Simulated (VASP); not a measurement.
# WS2 in VASP: a series of runs

Runs on WS2. Level: PBE+D3(BJ). Tasks: single point.

Program: VASP 6.6.1. These are calculated values, not measurements. Logs are shortened: lines on timing, memory, paths and dates and some standing lists are left out, and cuts for length are marked.

**1. The cell of the first run**

The cell holds a slab with vacuum, 3 atoms: a = 3.161 Å, b = 3.161 Å, c = 23.118 Å, α = 90.00°, β = 90.00°, γ = 120.00°.

**2. Single point, PBE+D3(BJ)**

The input, INCAR:

```
SYSTEM = WS2
PREC = Accurate
ENCUT = 520
EDIFF = 1E-6
ISMEAR = 0
SIGMA = 0.05
LREAL = .False.
LASPH = .True.
NELM = 80
ALGO = Normal
ISIF = 2
LWAVE = .False.
LCHARG = .True.
LDIPOL = .True.
IDIPOL = 3
DIPOL = 0.5 0.5 0.500
GGA = PE
IVDW = 12
LELF = .True.
LVHAR = .True.
LVACPOTAV = .True.
NBANDS = 20
```

The input, KPOINTS:

```
Automatic mesh
0
Gamma
  12 12 1
  0 0 0
```

The input, POSCAR:

```
WS2
1.0
    3.1613117132      0.0000000000      0.0000000000
   -1.5806558566      2.7377762529      0.0000000000
    0.0000000000      0.0000000000     23.1181715324
S W
2 1
Direct
    0.3333333333      0.6666666667      0.4318496516
    0.3333333333      0.6666666667      0.5681473959
    0.6666666667      0.3333333333      0.4999981567
```

Potentials or basis: VASP PAW PBE potentials, release 64 (S, W_sv).

The run is started by

```bash
> cat potpaw_PBE.64/S/POTCAR potpaw_PBE.64/W_sv/POTCAR > POTCAR
> mpirun -np 1 vasp_std > vasp.out
```

OUTCAR:

```text
SYSTEM = WS2
   PREC = Accurate
   ENCUT = 520
   EDIFF = 1E-6
   ISMEAR = 0
   LREAL = .False.
   LASPH = .True.
   NELM = 80
   ISIF = 2
   GGA = PE
   IVDW = 12
 IVDW          = 12

 ion  position               nearest neighbor table
   1  0.333  0.667  0.432-   3 2.41   3 2.41   3 2.41
   2  0.333  0.667  0.568-   3 2.41   3 2.41   3 2.41
   3  0.667  0.333  0.500-   1 2.41   1 2.41   1 2.41   2 2.41   2 2.41   2 2.41

  LATTYP: Found a hexagonal cell.
 ALAT       =     3.1613117132
 C/A-ratio  =     7.3128415132

  Lattice vectors:

 A1 = (   3.1613117132,   0.0000000000,   0.0000000000)
 A2 = (  -1.5806558566,   2.7377762529,   0.0000000000)
 A3 = (   0.0000000000,   0.0000000000,  23.1181715324)

Analysis of symmetry for initial positions (statically):
=====================================================================
 Subroutine PRICEL returns:
 Original cell was already a primitive cell.

 Routine SETGRP: Setting up the symmetry group for a
 hexagonal supercell.

 Subroutine GETGRP returns: Found 12 space group operations
 (whereof 12 operations were pure point group operations)
 out of a pool of 24 trial point group operations.

The static configuration has the point symmetry D_3h.

Analysis of symmetry for dynamics (positions and initial velocities):
=====================================================================
 Subroutine PRICEL returns:
 Original cell was already a primitive cell.

 Routine SETGRP: Setting up the symmetry group for a
 hexagonal supercell.

 Subroutine GETGRP returns: Found 12 space group operations
 (whereof 12 operations were pure point group operations)
 out of a pool of 24 trial point group operations.

The dynamic configuration has the point symmetry D_3h.

 Subroutine INISYM returns: Found 12 space group operations
 (whereof 12 operations are pure point group operations),
 and found     1 'primitive' translations

----------------------------------------------------------------------------------------

                                     Primitive cell

  volume of cell :     200.0869

  direct lattice vectors                    reciprocal lattice vectors
     3.161311713  0.000000000  0.000000000     0.316324390  0.182629972  0.000000000
    -1.580655857  2.737776253  0.000000000     0.000000000  0.365259944  0.000000000
     0.000000000  0.000000000 23.118171532     0.000000000  0.000000000  0.043256016

  length of vectors
     3.161311713  3.161311713 23.118171532     0.365259944  0.365259944  0.043256016

  position of ions in fractional coordinates (direct lattice)
     0.333333333  0.666666667  0.431849652
     0.333333333  0.666666667  0.568147396
     0.666666667  0.333333333  0.499998157

  ion indices of the primitive-cell ions
   primitive index   ion index
                 1           1
                 2           2
                 3           3

----------------------------------------------------------------------------------------

 KPOINTS: Automatic mesh

Automatic generation of k-mesh.
 Grid dimensions read from file:
 generate k-points for:   12   12    1

 Generating k-lattice:

  Cartesian coordinates                     Fractional coordinates (reciprocal lattice)
     0.026360366  0.015219164  0.000000000     0.083333333  0.000000000  0.000000000
     0.000000000  0.030438329  0.000000000     0.000000000  0.083333333  0.000000000
     0.000000000  0.000000000  0.043256016     0.000000000  0.000000000  1.000000000

  Length of vectors
     0.030438329  0.030438329  0.043256016

  Shift w.r.t. Gamma in fractional coordinates (k-lattice)
     0.000000000  0.000000000  0.000000000

 Subroutine IBZKPT returns following result:
 ===========================================

 Found     19 irreducible k-points:

 Following reciprocal coordinates:
            Coordinates               Weight
  0.000000  0.000000  0.000000      1.000000
  0.083333 -0.000000  0.000000      6.000000
  0.166667 -0.000000  0.000000      6.000000
  0.250000 -0.000000  0.000000      6.000000
  0.333333 -0.000000  0.000000      6.000000
  0.416667 -0.000000  0.000000      6.000000
[... 11 lines left out ...]
  0.333333  0.250000  0.000000     12.000000
  0.333333  0.333333  0.000000      2.000000
   k-points           NKPTS =     19   k-points in BZ     NKDIM =     19   number of bands    NBANDS=     20
   number of dos      NEDOS =    301   number of ions     NIONS =      3
   total plane-waves  NPLWV = 103680
   dimension x,y,z NGX =    24 NGY =   24 NGZ =  180
   dimension x,y,z NGXF=    48 NGYF=   48 NGZF=  360
   ions per type =               2   1
   NGX,Y,Z   is equivalent  to a cutoff of  12.62, 12.62, 12.94 a.u.
   NGXF,Y,Z  is equivalent  to a cutoff of  25.24, 25.24, 25.89 a.u.
 SYSTEM =  WS2
   PREC   = accura    normal or accurate (medium, high low for compatibility)
   ISTART =      0    job   : 0-new  1-cont  2-samecut
   ICHARG =      2    charge: 1-file 2-atom 10-const
   ISPIN  =      1    spin polarized calculation?
   LNONCOLLINEAR =      F non collinear calculations
   LSORBIT =      F    spin-orbit coupling
   LASPH  =      T    aspherical Exc in radial PAW
   ENCUT  =  520.0 eV  38.22 Ry    6.18 a.u.   5.88  5.88 42.98*2*pi/ulx,y,z
   NELM   =     80;   NELMIN=  2; NELMDL= -5     # of ELM steps
   EDIFF  = 0.1E-05   stopping-criterion for ELM
   LREAL  =      F    real-space projection
   EDIFFG = 0.1E-04   stopping-criterion for IOM
   NSW    =      0    number of steps for IOM
   IBRION =     -1    ionic relax: 0-MD 1-quasi-New 2-CG
   NFREE  =      0    steps in history (QN), initial steepest desc. (CG)
   ISIF   =      2    stress and relaxation
   ISYM   =      2    0-nonsym 1-usesym 2-fastsym
   POTIM  = 0.5000    time-step for ionic-motion
   TEBEG  =    0.0;   TEEND  =   0.0 temperature during run
   PSTRESS=    0.0 pullay stress
   NELECT =      26.0000    total number of electrons
   NUPDOWN=      -1.0000    fix difference up-down
   EMIN   =  10.00;   EMAX   =-10.00  energy-range for DOS
   EFERMI =   0.00;   METHOD = LEGACY
   ISMEAR =     0;   SIGMA  =   0.05  broadening in eV -4-tet -1-fermi 0-gaus
   EFERMI_NEDOS =   21; number of points for ismear=-14 and -15
   IALGO  =     38    algorithm
   IMIX   =      4    mixing-type and parameters
     AMIX     =   0.40;   BMIX     =  1.00
     AMIX_MAG =   1.60;   BMIX_MAG =  1.00
  volume/ion in A,a.u.               =      66.70       450.08
  Fermi-wavevector in a.u.,A,eV,Ry     =   0.829201  1.566962  9.355011  0.687574
  Thomas-Fermi vector in A             =   1.941707
   LORBIT       =      0    0 simple, 1 ext, 2 COOP (PROOUT), +10 PAW based schemes
   GGA     = PE    functional components
   LHFCALC =     F    Hartree Fock is set to
   AEXX    =    0.0000 exact exchange contribution
   IVDW    =    12    specifies the selected vdW correction
   LEPSILON=     F    determine dielectric tensor
   LRPA    =     F    only Hartree local field effects (RPA)
 non-spin polarized calculation
 Gauss-broadening in eV      SIGMA  =   0.05
  energy-cutoff  :      520.00
  volume of cell :      200.09
 maximum number of plane-waves:      5412
 NGX is ok and might be reduce to    24
   NGX = 11   NGY = 11   NGZ = 85

 number of electron      25.9999997 magnetization

 dipolmoment           0.000000      0.000000      0.000880 electrons x Angstroem

 Free energy of the ion-electron system (eV)
  ---------------------------------------------------
  ext. energy  EPLUGINS =         0.00000000
  ---------------------------------------------------
  free energy    TOTEN  =       -23.66688709 eV

  energy without entropy =      -23.66688709  energy(sigma->0) =      -23.66688709

 E-fermi :  -1.9298     XC(G=0):  -3.3800

 val. band max:       -2.3302128536   @ k =   0.3333   0.3333   0.0000
 cond. band min:      -0.4150125079   @ k =   0.3333   0.3333   0.0000
 fundamental gap:      1.9152003457
 Fermi energy:        -1.9298401453

 k-point     1 :       0.0000    0.0000    0.0000
  band No.  band energies     occupation
      1     -76.3399      2.00000
      2     -40.5897      2.00000
      3     -40.4181      2.00000
      4     -40.4181      2.00000
      5     -17.1469      2.00000
      6     -15.5225      2.00000
[... 12 lines left out ...]
     19       2.9753      0.00000
     20       3.2748      0.00000

 k-point     2 :       0.0833   -0.0000    0.0000
  band No.  band energies     occupation
      1     -76.3386      2.00000
      2     -40.5853      2.00000
      3     -40.4424      2.00000
      4     -40.4237      2.00000
      5     -17.0297      2.00000
      6     -15.4785      2.00000
[... 12 lines left out ...]
     19       3.1161      0.00000
     20       3.5804      0.00000

 k-point     3 :       0.1667   -0.0000    0.0000
  band No.  band energies     occupation
      1     -76.3353      2.00000
      2     -40.5733      2.00000
      3     -40.5085      2.00000
      4     -40.4391      2.00000
      5     -16.6959      2.00000
      6     -15.3534      2.00000
[... 12 lines left out ...]
     19       3.5235      0.00000
     20       4.0881      0.00000

 k-point     4 :       0.2500   -0.0000    0.0000
  band No.  band energies     occupation
      1     -76.3307      2.00000
      2     -40.5976      2.00000
      3     -40.5569      2.00000
      4     -40.4601      2.00000
      5     -16.1990      2.00000
      6     -15.1693      2.00000
[... 314 lines left out ...]
 k-point    18 :       0.3333    0.2500    0.0000
  band No.  band energies     occupation
      1     -76.3198      2.00000
      2     -40.7109      2.00000
      3     -40.6049      2.00000
      4     -40.5179      2.00000
      5     -14.7296      2.00000
      6     -14.6083      2.00000
[... 12 lines left out ...]
     19       5.4448      0.00000
     20       6.7952      0.00000

 k-point    19 :       0.3333    0.3333    0.0000
  band No.  band energies     occupation
      1     -76.3192      2.00000
      2     -40.6824      2.00000
      3     -40.6483      2.00000
      4     -40.5157      2.00000
      5     -14.6334      2.00000
      6     -14.5639      2.00000
[... 12 lines left out ...]
     19       4.8224      0.00000
     20       7.0055      0.00000

------------------------ aborting loop because EDIFF is reached ----------------------------------------

 Edisp (eV)   -0.92927

 E8    (eV) :    -0.4179

  FORCE on cell =-STRESS in cart. coord.  units (eV):
  Direction    XX          YY          ZZ          XY          YZ          ZX
  --------------------------------------------------------------------------------------
  -------------------------------------------------------------------------------------
  Total      -0.07020    -0.07020    -0.02519    -0.00000     0.00000    -0.00000
  in kB      -0.56215    -0.56215    -0.20173    -0.00000     0.00000    -0.00000
  external pressure =       -0.44 kB  Pullay stress =        0.00 kB

 VOLUME and BASIS-vectors are now :
 -----------------------------------------------------------------------------
  energy-cutoff  :      520.00
  volume of cell :      200.09
      direct lattice vectors                 reciprocal lattice vectors
     3.161311713  0.000000000  0.000000000     0.316324390  0.182629972  0.000000000
    -1.580655857  2.737776253  0.000000000     0.000000000  0.365259944  0.000000000
     0.000000000  0.000000000 23.118171532     0.000000000  0.000000000  0.043256016

 POSITION                                       TOTAL-FORCE (eV/Angst)
 -----------------------------------------------------------------------------------
     -0.00000      1.82518      9.98357        -0.000000     -0.000000     -0.001729
     -0.00000      1.82518     13.13453        -0.000000      0.000000      0.001729
      1.58066      0.91259     11.55904         0.000000     -0.000000     -0.000000
 -----------------------------------------------------------------------------------
    total drift:                               -0.000000      0.000000      0.169130

  FREE ENERGIE OF THE ION-ELECTRON SYSTEM (eV)
  ---------------------------------------------------
  free  energy   TOTEN  =       -24.5961529061 eV

  energy  without entropy=      -24.5961529061  energy(sigma->0) =      -24.59615291

 vacuum level on the upper side and lower side of the slab         3.335         3.317
```

It used 340 s of CPU time on 1 thread of AMD EPYC 7R13 Processor (Zen 3), on a shared host.

What came out:

```yaml
Free_energy: -24.5962 eV
Band_gap_on_the_k_mesh: 1.92 eV, direct
Dispersion_energy_per_atom: -0.310 eV
```

Levels at points of the mesh, in eV from the valence-band top:
```tsv
k point	band 10	band 11	band 12	band 13	band 14	band 15	band 16	band 17
(0.00, 0.00, 0.00)	-2.20	-1.57	-1.57	-0.13	2.93	2.93	3.06	3.06
(0.50, 0.00, 0.00)	-3.40	-2.21	-1.23	-0.96	2.94	3.36	4.06	4.75
```

Caveat: spin-orbit coupling is left out, which moves the levels of the heavy elements.

**3. Single point, PBE+D3(BJ)**

This run uses another cell than the first one, of 67.62 Å³/atom, 1.014 times its volume.

The input, INCAR:

```
SYSTEM = WS2
ALGO = Normal
DIPOL = 0.5 0.5 0.500
EDIFF = 1E-6
ENCUT = 520
GGA = PE
IDIPOL = 3
ISIF = 2
ISMEAR = 0
IVDW = 12
LASPH = .True.
LCHARG = .True.
LDIPOL = .True.
LELF = .True.
LREAL = .False.
LVACPOTAV = .True.
LVHAR = .True.
LWAVE = .False.
NBANDS = 20
NELM = 60
PREC = Accurate
SIGMA = 0.05
```

The input, KPOINTS:

```
k-points
0
Gamma
  12 12 1
  0 0 0
```

The input, POSCAR:

```
WS2
1.0
    3.1832085600      0.0000000000      0.0000000000
   -1.5916042800      2.7567394800      0.0000000000
    0.0000000000      0.0000000000     23.1181715324
S W
2 1
Direct
    0.3333333300      0.6666666600      0.4325601610
    0.3333333300      0.6666666600      0.5674398390
    0.6666666700      0.3333333400      0.4999952042
```

Potentials or basis: VASP PAW PBE potentials, release 64 (S, W_sv).

The run is started by

```bash
> cat potpaw_PBE.64/S/POTCAR potpaw_PBE.64/W_sv/POTCAR > POTCAR
> mpirun -np 1 vasp_std > vasp.out
```

It used 250 s of CPU time on 1 thread of AMD EPYC 7R13 Processor (Zen 3), with other jobs on the host.

Results (log left out):

| Property | Result |
| --- | --- |
| Free energy | -24.5894 eV |
| Largest force | 0.174 eV/Å |
| Band gap on the k mesh | 1.80 eV, direct |
| Dispersion energy per atom | -0.306 eV |

Forces in eV/Å, atoms in the order of the input:
```
S    0.000  0.000 -0.174
S    0.000  0.000  0.174
W    0.000  0.000  0.000
```

Levels at points of the mesh, in eV from the valence-band top:
```tsv
k point	band 11	band 12	band 13	band 14	band 15	band 16
(0.00, 0.00, 0.00)	-1.65	-1.65	0.00	2.90	2.90	3.08
(0.50, 0.00, 0.00)	-2.11	-1.30	-0.92	2.85	3.32	4.09
```

Caveat: spin-orbit coupling is left out, which moves the levels of the heavy elements.
